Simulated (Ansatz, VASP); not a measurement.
**HgTe in VASP and in Ansatz**

The input INCAR:

```
SYSTEM = HgTe
PREC = Accurate
ENCUT = 520
EDIFF = 1E-7
ISMEAR = -1
SIGMA = 0.15
LREAL = .False.
LASPH = .True.
NELM = 60
ALGO = Normal
ISIF = 2
LWAVE = .False.
LCHARG = .False.
GGA = PS
NBANDS = 16
```

Contents of KPOINTS:

```
Automatic mesh
0
Gamma
  8 8 8
  0 0 0
```

Contents of POSCAR:

```
HgTe
1.0
    0.0000000000      3.2676000000      3.2676000000
    3.2676000000      0.0000000000      3.2676000000
    3.2676000000      3.2676000000      0.0000000000
Hg Te
1 1
Direct
    0.0000000000      0.0000000000      0.0000000000
    0.2500000000      0.2500000000      0.2500000000
```

Input for Ansatz:

```yaml
crystal:
  lattice:
    - [0.0, 3.2676, 3.2676]
    - [3.2676, 0.0, 3.2676]
    - [3.2676, 3.2676, 0.0]
  atoms:
    - { symbol: Hg, position: [0.0, 0.0, 0.0] }
    - { symbol: Te, position: [0.25, 0.25, 0.25] }
basis:
  ecutwfc: 420
kpoints:
  mp_grid: { grid: [8, 8, 8] }
hamiltonian:
  xc: pbesol
scf:
  occupations: { method: fermi_dirac, width: 0.15 }
output:
  forces: true
  stress: true
  eigenvalues: true
```

Alike in both runs: task single point; functional PBEsol; k mesh 8 × 8 × 8; occupations fermi-dirac, width 0.15 eV; no spin polarisation.

|  | VASP | Ansatz |
| --- | --- | --- |
| version | VASP 6.6.1 | Ansatz 0.2.0 |
| potentials or method | VASP PAW PBE potentials, release 64 (Hg, Te), cutoff 520 eV | scalar-relativistic, plane waves, PAW |
| valence electrons in the cell | 18 | 36 |

```tsv
	VASP	Ansatz	Ansatz less VASP
gap on the k mesh at the Fermi level (eV)	none	none	-
pressure (GPa)	-0.4	-0.5	-0.10
```

VASP's potentials were made for PBE, not for PBEsol. A gap of «none» marks a metal or a gap that the smearing closes. VASP's potentials hold 18 valence electrons a cell and Ansatz's 36, so a difference there can come from the potentials and not from the codes.

Spin-orbit coupling is off throughout.
